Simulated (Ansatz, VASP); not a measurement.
One calculation of GaN, two programs

```
Ga N
1.0
     0.00000    2.25350    2.25350
     2.25350    0.00000    2.25350
     2.25350    2.25350    0.00000
Ga N
1 1
Direct
  0.00000 0.00000 0.00000
  0.75000 0.75000 0.75000
```

Alike in both runs: task single point; functional r2SCAN; k mesh 8 × 8 × 8; no spin polarisation.

```csv
,VASP,Ansatz
version,VASP 6.6.1,Ansatz 0.2.0
potentials or method,"VASP PAW PBE potentials, release 64 (Ga_d, N), cutoff 520 eV","plane waves, PAW"
occupations,"gaussian, width 0.01 eV",fixed
valence electrons in the cell,18,18
```

|  | VASP | Ansatz | Ansatz less VASP |
| --- | --- | --- | --- |
| pressure (GPa) | -0.1 | -1.2 | -1.10 |

VASP's potentials were made for PBE, not for r2SCAN.
